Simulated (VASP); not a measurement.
# ZrH (P4_2/mmc) in VASP: notebook

Runs on ZrH. Level: PBEsol. Tasks: single point.

All numbers are computed with VASP 6.6.1; they aren't measurements. Logs are shortened: lines on timing, memory, paths and dates and some standing lists are left out, and cuts for length are marked.

## Step 1: The cell of the first run

The structure is tetragonal, space group P4_2/mmc (No. 131). Conventional cell: a = 2.801 Å, b = 2.801 Å, c = 4.800 Å, α = 90.00°, β = 90.00°, γ = 90.00°. Zr (site symmetry mmm) has 4 H at 1.84 Å within 2.4 Å. Within 2.4 Å of H (site symmetry -4m2) lie 4 Zr at 1.84 Å and 2 H at 2.40 Å.

## Step 2: Single point, PBEsol

INCAR

```
PREC     = Accurate       # precision mode
ENCUT    = 520            # plane-wave cutoff, eV
EDIFF    = 1E-6           # SCF threshold, eV
ISMEAR   = 0              # smearing method
SIGMA    = 0.1            # smearing width, eV
LREAL    = F              # projectors in reciprocal space
LASPH    = T              # aspherical terms in the spheres
NELM     = 60             # most SCF steps
ALGO     = Normal         # electronic algorithm
ISIF     = 2              # what is computed and relaxed
LWAVE    = F              # write WAVECAR
LCHARG   = F              # write CHGCAR
GGA      = PS             # functional
NBANDS   = 21             # bands
```

KPOINTS

```
regular mesh
0
Gamma
  14 14 10
```

POSCAR

```
ZrH
1.0
    2.8014661192      0.0000000000      0.0000000000
    0.0000000000      2.8014661192      0.0000000000
    0.0000000000      0.0000000000      4.7996592328
Zr H
2 2
Direct
    0.0000000000      0.5000000000      0.0000000000
    0.5000000000      0.0000000000      0.5000000000
    0.0000000000      0.0000000000      0.7500000000
    0.0000000000      0.0000000000      0.2500000000
```

Potentials or basis: VASP PAW PBE potentials, release 64 (Zr_sv, H).

Started as:

```console
cat potpaw_PBE.64/Zr_sv/POTCAR potpaw_PBE.64/H/POTCAR > POTCAR
mpirun -np 1 vasp_std > vasp.out
```

OUTCAR:

```text
PREC = Accurate
   ENCUT = 520
   EDIFF = 1E-6
   ISMEAR = 0
   LREAL = F
   LASPH = T
   NELM = 60
   ISIF = 2
   GGA = PS

 ion  position               nearest neighbor table
   1  0.000  0.500  0.000-   3 1.84   4 1.84   3 1.84   4 1.84   2 3.11   2 3.11   2 3.11   2 3.11
                             2 3.11   2 3.11   2 3.11   2 3.11
   2  0.500  0.000  0.500-   3 1.84   4 1.84   3 1.84   4 1.84   1 3.11   1 3.11   1 3.11   1 3.11
                             1 3.11   1 3.11   1 3.11   1 3.11
   3  0.000  0.000  0.750-   1 1.84   2 1.84   1 1.84   2 1.84
   4  0.000  0.000  0.250-   1 1.84   2 1.84   1 1.84   2 1.84

  LATTYP: Found a simple tetragonal cell.
 ALAT       =     2.8014661192
 C/A-ratio  =     1.7132669212

  Lattice vectors:

 A1 = (   2.8014661192,   0.0000000000,   0.0000000000)
 A2 = (   0.0000000000,   2.8014661192,   0.0000000000)
 A3 = (   0.0000000000,   0.0000000000,   4.7996592328)

Analysis of symmetry for initial positions (statically):
=====================================================================
 Subroutine PRICEL returns:
 Original cell was already a primitive cell.

 Routine SETGRP: Setting up the symmetry group for a
 simple tetragonal supercell.

 Subroutine GETGRP returns: Found 16 space group operations
 (whereof  8 operations were pure point group operations)
 out of a pool of 16 trial point group operations.

The static configuration has the point symmetry D_2h.
 The point group associated with its full space group is D_4h.

Analysis of symmetry for dynamics (positions and initial velocities):
=====================================================================
 Subroutine PRICEL returns:
 Original cell was already a primitive cell.

 Routine SETGRP: Setting up the symmetry group for a
 simple tetragonal supercell.

 Subroutine GETGRP returns: Found 16 space group operations
 (whereof  8 operations were pure point group operations)
 out of a pool of 16 trial point group operations.

The dynamic configuration has the point symmetry D_2h.
 The point group associated with its full space group is D_4h.

 Subroutine INISYM returns: Found 16 space group operations
 (whereof  8 operations are pure point group operations),
 and found     1 'primitive' translations

----------------------------------------------------------------------------------------

                                     Primitive cell

  volume of cell :      37.6687

  direct lattice vectors                    reciprocal lattice vectors
     2.801466119  0.000000000  0.000000000     0.356955950  0.000000000  0.000000000
     0.000000000  2.801466119  0.000000000     0.000000000  0.356955950  0.000000000
     0.000000000  0.000000000  4.799659233     0.000000000  0.000000000  0.208348125

  length of vectors
     2.801466119  2.801466119  4.799659233     0.356955950  0.356955950  0.208348125

  position of ions in fractional coordinates (direct lattice)
     0.000000000  0.500000000  0.000000000
     0.500000000  0.000000000  0.500000000
     0.000000000  0.000000000  0.750000000
     0.000000000  0.000000000  0.250000000

  ion indices of the primitive-cell ions
   primitive index   ion index
                 1           1
                 2           2
                 3           3
                 4           4

----------------------------------------------------------------------------------------

 KPOINTS: regular mesh

Automatic generation of k-mesh.
 Grid dimensions read from file:
 generate k-points for:   14   14   10

 Generating k-lattice:

  Cartesian coordinates                     Fractional coordinates (reciprocal lattice)
     0.025496854  0.000000000  0.000000000     0.071428571  0.000000000  0.000000000
     0.000000000  0.025496854  0.000000000     0.000000000  0.071428571  0.000000000
     0.000000000  0.000000000  0.020834812     0.000000000  0.000000000  0.100000000

  Length of vectors
     0.025496854  0.025496854  0.020834812

  Shift w.r.t. Gamma in fractional coordinates (k-lattice)
     0.000000000  0.000000000  0.000000000

 Subroutine IBZKPT returns following result:
 ===========================================

 Found    216 irreducible k-points:

 Following reciprocal coordinates:
            Coordinates               Weight
  0.000000  0.000000  0.000000      1.000000
  0.071429  0.000000  0.000000      4.000000
  0.142857  0.000000  0.000000      4.000000
  0.214286  0.000000  0.000000      4.000000
  0.285714  0.000000  0.000000      4.000000
  0.357143  0.000000  0.000000      4.000000
[... 16 lines left out ...]
  0.285714  0.214286  0.000000      8.000000
  0.357143  0.214286  0.000000      8.000000
 [... further k-points ...]
   k-points           NKPTS =    216   k-points in BZ     NKDIM =    216   number of bands    NBANDS=     21
   number of dos      NEDOS =    301   number of ions     NIONS =      4
   total plane-waves  NPLWV =  20736
   dimension x,y,z NGX =    24 NGY =   24 NGZ =   36
   dimension x,y,z NGXF=    48 NGYF=   48 NGZF=   72
   ions per type =               2   2
   NGX,Y,Z   is equivalent  to a cutoff of  14.24, 14.24, 12.47 a.u.
   NGXF,Y,Z  is equivalent  to a cutoff of  28.48, 28.48, 24.94 a.u.
 SYSTEM =  unknown system
   PREC   = accura    normal or accurate (medium, high low for compatibility)
   ISTART =      0    job   : 0-new  1-cont  2-samecut
   ICHARG =      2    charge: 1-file 2-atom 10-const
   ISPIN  =      1    spin polarized calculation?
   LNONCOLLINEAR =      F non collinear calculations
   LSORBIT =      F    spin-orbit coupling
   LASPH  =      T    aspherical Exc in radial PAW
   ENCUT  =  520.0 eV  38.22 Ry    6.18 a.u.   5.21  5.21  8.92*2*pi/ulx,y,z
   NELM   =     60;   NELMIN=  2; NELMDL= -5     # of ELM steps
   EDIFF  = 0.1E-05   stopping-criterion for ELM
   LREAL  =      F    real-space projection
   EDIFFG = 0.1E-04   stopping-criterion for IOM
   NSW    =      0    number of steps for IOM
   IBRION =     -1    ionic relax: 0-MD 1-quasi-New 2-CG
   NFREE  =      0    steps in history (QN), initial steepest desc. (CG)
   ISIF   =      2    stress and relaxation
   ISYM   =      2    0-nonsym 1-usesym 2-fastsym
   POTIM  = 0.5000    time-step for ionic-motion
   TEBEG  =    0.0;   TEEND  =   0.0 temperature during run
   PSTRESS=    0.0 pullay stress
   NELECT =      26.0000    total number of electrons
   NUPDOWN=      -1.0000    fix difference up-down
   EMIN   =  10.00;   EMAX   =-10.00  energy-range for DOS
   EFERMI =   0.00;   METHOD = LEGACY
   ISMEAR =     0;   SIGMA  =   0.10  broadening in eV -4-tet -1-fermi 0-gaus
   EFERMI_NEDOS =   21; number of points for ismear=-14 and -15
   IALGO  =     38    algorithm
   IMIX   =      4    mixing-type and parameters
     AMIX     =   0.40;   BMIX     =  1.00
     AMIX_MAG =   1.60;   BMIX_MAG =  1.00
  volume/ion in A,a.u.               =       9.42        63.55
  Fermi-wavevector in a.u.,A,eV,Ry     =   1.446790  2.734037 28.479741  2.093202
  Thomas-Fermi vector in A             =   2.564819
   LORBIT       =      0    0 simple, 1 ext, 2 COOP (PROOUT), +10 PAW based schemes
   GGA     = PS    functional components
   LHFCALC =     F    Hartree Fock is set to
   AEXX    =    0.0000 exact exchange contribution
   IVDW    =     0    specifies the selected vdW correction
   LEPSILON=     F    determine dielectric tensor
   LRPA    =     F    only Hartree local field effects (RPA)
 non-spin polarized calculation
 Gauss-broadening in eV      SIGMA  =   0.10
  energy-cutoff  :      520.00
  volume of cell :       37.67
 maximum number of plane-waves:      1037
 NGX is ok and might be reduce to    24
   NGX = 11   NGY = 11   NGZ = 17

 number of electron      25.9999998 magnetization

 Free energy of the ion-electron system (eV)
  ---------------------------------------------------
  ext. energy  EPLUGINS =         0.00000000
  ---------------------------------------------------
  free energy    TOTEN  =       -24.65781521 eV

  energy without entropy =      -24.64748418  energy(sigma->0) =      -24.65264969

 E-fermi :  11.6502     XC(G=0): -12.6940

 val. band max:       11.6486228197   @ k =   0.5000   0.0714   0.4000
 cond. band min:      11.6544581250   @ k =   0.2143   0.0000   0.3000
 fundamental gap:      0.0058353053
 Fermi energy:        11.6501680061

 k-point     1 :       0.0000    0.0000    0.0000
  band No.  band energies     occupation
      1     -36.3438      2.00000
      2     -36.0245      2.00000
      3     -15.4780      2.00000
      4     -13.6919      2.00000
      5     -13.6919      2.00000
      6     -13.6241      2.00000
[... 13 lines left out ...]
     20      18.9772      0.00000
     21      19.0348      0.00000

 k-point     2 :       0.0714    0.0000    0.0000
  band No.  band energies     occupation
      1     -36.3289      2.00000
      2     -36.0169      2.00000
      3     -15.4452      2.00000
      4     -13.7911      2.00000
      5     -13.6798      2.00000
      6     -13.6337      2.00000
[... 13 lines left out ...]
     20      18.7237      0.00000
     21      19.9118      0.00000

 k-point     3 :       0.1429    0.0000    0.0000
  band No.  band energies     occupation
      1     -36.2863      2.00000
      2     -35.9962      2.00000
      3     -15.3493      2.00000
      4     -14.0629      2.00000
      5     -13.6951      2.00000
      6     -13.6643      2.00000
[... 13 lines left out ...]
     20      18.6066      0.00000
     21      21.1419      0.00000
[... 457 lines left out ...]
 k-point    23 :       0.2857    0.2143    0.0000
  band No.  band energies     occupation
      1     -36.0368      2.00000
      2     -35.8742      2.00000
      3     -14.8328      2.00000
      4     -14.7758      2.00000
      5     -14.4657      2.00000
      6     -14.1836      2.00000
[... 13 lines left out ...]
     20      21.2189      0.00000
     21      21.2217      0.00000

 k-point    24 :       0.3571    0.2143    0.0000
  band No.  band energies     occupation
      1     -35.9659      2.00000
      2     -35.8513      2.00000
      3     -15.1599      2.00000
      4     -14.7721      2.00000
      5     -14.5834      2.00000
      6     -14.1400      2.00000
[... 13 lines left out ...]
     20      21.1689      0.00000
     21      21.8710      0.00000

 [... further k-points ...]

------------------------ aborting loop because EDIFF is reached ----------------------------------------

  FORCE on cell =-STRESS in cart. coord.  units (eV):
  Direction    XX          YY          ZZ          XY          YZ          ZX
  --------------------------------------------------------------------------------------
  -------------------------------------------------------------------------------------
  Total       14.1465243     14.1465243     14.1467151      0.0000000      0.0000000      0.0000000
  in kB      601.6988484    601.6988484    601.7069626      0.0000000      0.0000000      0.0000000
  external PRESSURE =     601.7015531 kB  Pullay stress =       0.0000000 kB

 VOLUME and BASIS-vectors are now :
 -----------------------------------------------------------------------------
  energy-cutoff  :      520.00
  volume of cell :       37.67
      direct lattice vectors                 reciprocal lattice vectors
     2.801466119  0.000000000  0.000000000     0.356955950  0.000000000  0.000000000
     0.000000000  2.801466119  0.000000000     0.000000000  0.356955950  0.000000000
     0.000000000  0.000000000  4.799659233     0.000000000  0.000000000  0.208348125

 POSITION                                       TOTAL-FORCE (eV/Angst)
 -----------------------------------------------------------------------------------
      0.00000      1.40073      0.00000         0.000000      0.000000      0.000000
      1.40073      0.00000      2.39983         0.000000      0.000000      0.000000
      0.00000      0.00000      3.59974         0.000000      0.000000     -0.000000
      0.00000      0.00000      1.19991         0.000000      0.000000      0.000000
 -----------------------------------------------------------------------------------
    total drift:                                0.000000      0.000000     -0.000000

  FREE ENERGIE OF THE ION-ELECTRON SYSTEM (eV)
  ---------------------------------------------------
  free  energy   TOTEN  =       -24.6578152056 eV

  energy  without entropy=      -24.6474841822  energy(sigma->0) =      -24.65264969
```

Wall time 2 min (1 thread of Intel Xeon 8259CL, shared host); peak memory 0.27 GiB.

Results:

```yaml
Free_energy: -24.6578 eV
Pressure: 60.2 GPa
Band_gap_on_the_k_mesh: zero (bands 13 and 14 overlap by 1.17 eV)
```

Levels at points of the mesh, in eV from the Fermi level:
| k point | band 10 | band 11 | band 12 | band 13 | band 14 | band 15 | band 16 | band 17 |
| --- | --- | --- | --- | --- | --- | --- | --- | --- |
| (0.00, 0.00, 0.00) | -3.79 | -3.41 | -2.86 | -0.62 | 1.70 | 1.70 | 1.81 | 6.14 |
| (0.50, 0.00, 0.00) | -6.02 | -1.37 | -1.24 | -0.43 | -0.26 | 2.77 | 3.07 | 4.02 |
| (0.50, 0.50, 0.00) | -4.14 | -4.14 | -2.74 | -2.09 | 4.80 | 5.74 | 5.85 | 5.90 |
| (0.00, 0.00, 0.50) | -6.77 | -2.30 | -2.30 | -0.69 | -0.69 | 3.31 | 3.31 | 3.97 |
| (0.50, 0.00, 0.50) | -3.50 | -2.69 | -0.67 | -0.18 | 1.74 | 2.16 | 2.29 | 5.85 |
| (0.50, 0.50, 0.50) | -5.85 | -3.18 | -3.18 | -0.27 | -0.27 | 2.02 | 2.02 | 8.97 |

Caveat: the cell stands under pressure; the PAW data sets were made with another functional, which shifts forces and pressure a little.

## Step 3: Single point, PBEsol

This run uses another cell than the first one, of 11.46 Å³/atom.

INCAR

```
SYSTEM = ZrH
PREC = Accurate
ENCUT = 520
EDIFF = 1E-6
ISMEAR = 0
SIGMA = 0.1
LREAL = .False.
LASPH = .True.
NELM = 60
ALGO = Normal
ISIF = 2
LWAVE = .False.
LCHARG = .False.
GGA = PS
NBANDS = 21
```

KPOINTS

```
regular mesh
0
Gamma
  14 14 8
  0 0 0
```

POSCAR

```
ZrH
1.0
    3.0642329922      0.0000000000      0.0000000000
    0.0000000000      3.0642329922      0.0000000000
    0.0000000000      0.0000000000      4.8838321246
Zr H
2 2
Direct
    0.0000000000      0.5000000000      0.0000000000
    0.5000000000      0.0000000000      0.5000000000
    0.0000000000      0.0000000000      0.7500000000
    0.0000000000      0.0000000000      0.2500000000
```

Potentials or basis: VASP PAW PBE potentials, release 64 (Zr_sv, H).

Started as:

```console
cat potpaw_PBE.64/Zr_sv/POTCAR potpaw_PBE.64/H/POTCAR > POTCAR
mpirun -np 1 vasp_std > vasp.out
```

OUTCAR:

```text
SYSTEM = ZrH
   PREC = Accurate
   ENCUT = 520
   EDIFF = 1E-6
   ISMEAR = 0
   LREAL = .False.
   LASPH = .True.
   NELM = 60
   ISIF = 2
   GGA = PS

 ion  position               nearest neighbor table
   1  0.000  0.500  0.000-   3 1.96   4 1.96   3 1.96   4 1.96   2 3.26   2 3.26   2 3.26   2 3.26
                             2 3.26   2 3.26   2 3.26   2 3.26
   2  0.500  0.000  0.500-   3 1.96   4 1.96   3 1.96   4 1.96   1 3.26   1 3.26   1 3.26   1 3.26
                             1 3.26   1 3.26   1 3.26   1 3.26
   3  0.000  0.000  0.750-   1 1.96   2 1.96   1 1.96   2 1.96
   4  0.000  0.000  0.250-   1 1.96   2 1.96   1 1.96   2 1.96

[... 781 lines left out ...]
  -------------------------------------------------------------------------------------
  Total        4.3134009      4.3134009      4.3155325     -0.0000000      0.0000000      0.0000000
  in kB      150.7044616    150.7044616    150.7789370     -0.0000000      0.0000000      0.0000000
  external PRESSURE =     150.7292868 kB  Pullay stress =       0.0000000 kB

 VOLUME and BASIS-vectors are now :
 -----------------------------------------------------------------------------
  energy-cutoff  :      520.00
  volume of cell :       45.86
      direct lattice vectors                 reciprocal lattice vectors
     3.064232992  0.000000000  0.000000000     0.326345941  0.000000000  0.000000000
     0.000000000  3.064232992  0.000000000     0.000000000  0.326345941  0.000000000
     0.000000000  0.000000000  4.883832125     0.000000000  0.000000000  0.204757243

 POSITION                                       TOTAL-FORCE (eV/Angst)
 -----------------------------------------------------------------------------------
      0.00000      1.53212      0.00000         0.000000      0.000000     -0.000000
      1.53212      0.00000      2.44192         0.000000      0.000000     -0.000000
      0.00000      0.00000      3.66287         0.000000      0.000000      0.000000
      0.00000      0.00000      1.22096         0.000000      0.000000     -0.000000
 -----------------------------------------------------------------------------------
    total drift:                                0.000000      0.000000     -0.000000

  FREE ENERGIE OF THE ION-ELECTRON SYSTEM (eV)
  ---------------------------------------------------
  free  energy   TOTEN  =       -26.4454375496 eV

  energy  without entropy=      -26.4365689663  energy(sigma->0) =      -26.44100326
```

OSZICAR:

```text
N       E                     dE             d eps       ncg     rms          rms(c)
DAV:   1     0.222777511091E+03    0.22278E+03   -0.14162E+04  7560   0.124E+03
DAV:   2    -0.112107092124E+02   -0.23399E+03   -0.22809E+03  8573   0.365E+02
DAV:   3    -0.280690425577E+02   -0.16858E+02   -0.16722E+02 14228   0.721E+01
DAV:   4    -0.283895072974E+02   -0.32046E+00   -0.32014E+00  9076   0.108E+01
DAV:   5    -0.283970303842E+02   -0.75231E-02   -0.75224E-02 11542   0.115E+00    0.254E+01
DAV:   6    -0.267405976966E+02    0.16564E+01   -0.22464E+00  8595   0.102E+01    0.104E+01
DAV:   7    -0.264322311583E+02    0.30837E+00   -0.13643E+00 10432   0.678E+00    0.119E+00
DAV:   8    -0.264450739371E+02   -0.12843E-01   -0.15972E-01  9922   0.223E+00    0.633E-01
DAV:   9    -0.264457318527E+02   -0.65792E-03   -0.49133E-03 10170   0.585E-01    0.113E-01
DAV:  10    -0.264454497003E+02    0.28215E-03   -0.22054E-04  9376   0.997E-02    0.578E-02
DAV:  11    -0.264454391763E+02    0.10524E-04   -0.39833E-05  9024   0.541E-02    0.867E-03
DAV:  12    -0.264454379522E+02    0.12241E-05   -0.55266E-06  9414   0.138E-02    0.269E-03
DAV:  13    -0.264454375496E+02    0.40254E-06   -0.29396E-07  5075   0.480E-03
   1 F= -.26445438E+02 E0= -.26441003E+02  d E =-.886858E-02
```

stdout:

```text
POSCAR found type information on POSCAR ZrH
 POSCAR found :  2 types and       4 ions
 scaLAPACK will be used
 -----------------------------------------------------------------------------
|                                                                             |
|                                                                             |
|     You enforced a specific xc type in the INCAR file but a different       |
|     I HOPE YOU KNOW WHAT YOU ARE DOING!                                     |
|                                                                             |
 -----------------------------------------------------------------------------

 LDA part: xc-table for (Slater+PW92), standard interpolation
 POSCAR, INCAR and KPOINTS ok, starting setup
 FFT: planning ... GRIDC
 FFT: planning ... GRID_SOFT
 FFT: planning ... GRID
 WAVECAR not read
 entering main loop
```

Wall time 99 s (1 thread of Intel Xeon 8259CL, shared host); peak memory 0.27 GiB.

Results:

- Free energy: -26.4454 eV
- Pressure: 15.1 GPa
- Band gap on the k mesh: zero (bands 13 and 14 overlap by 0.96 eV)

Caveat: the cell stands under pressure; the PAW data sets were made with another functional, which shifts forces and pressure a little.
